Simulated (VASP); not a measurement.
Crystal: MnS.

```
Mn S
1.0
     0.00000    2.80000    2.80000
     2.80000    0.00000    2.80000
     2.80000    2.80000    0.00000
Mn S
1 1
Direct
  0.00000 0.00000 0.00000
  0.75000 0.75000 0.75000
```

Base run:

| Item | Value |
| --- | --- |
| Program | VASP 6.6.1 |
| Functional | PBE |
| Potentials or basis | VASP PAW PBE potentials, release 64 (Mn_pv, S) |
| Cutoff | 520 eV |
| k mesh | 6 × 6 × 6 |
| Occupations | gaussian, width 0.05 eV |
| Spin | collinear spin, ferromagnetic start |
| Starting moments | [4.32, 0.07] μB |
| Hubbard terms | Mn d U = 3.0 eV |

Its results: band gap on the k mesh 0.85 eV, indirect (least direct gap 1.21 eV); pressure 4.5 GPa; net moment 5.00 μB per cell; site moments Mn +4.53; S +0.04 μB.

**Question.** After a change of settings the same cell gave: band gap on the k mesh 0.78 eV, indirect (least direct gap 1.16 eV); pressure 3.4 GPa; net moment 5.00 μB per cell; site moments Mn +4.35; S +0.05 μB. Which change was it?
A. potentials or basis from VASP PAW PBE potentials, release 64 (Mn_pv, S) to VASP PAW PBE potentials, release 64 (Mn_sv, S); cutoff from 520 eV to 600 eV; further incar settings from ALGO = Normal; EDIFF = 1e-06; NBANDS = 20 to ALGO = Normal; EDIFF = 1e-06; NBANDS = 22; valence electrons from 19 to 21
B. further incar settings from ALGO = Normal; EDIFF = 1e-06; NBANDS = 20 to ALGO = Normal; EDIFF = 1e-07; NBANDS = 20; moments at the start from [4.32, 0.07] to [5.0, 0.0]
C. further incar settings from ALGO = Normal; EDIFF = 1e-06; NBANDS = 20 to ALGO = Normal; EDIFF = 1e-07; NBANDS = 20; moments at the start from [4.32, 0.07] to [4.75, 0.08]

**Answer.** A.

Caveats: a cell with one magnetic atom can't hold antiferromagnetic order, which such compounds often take.
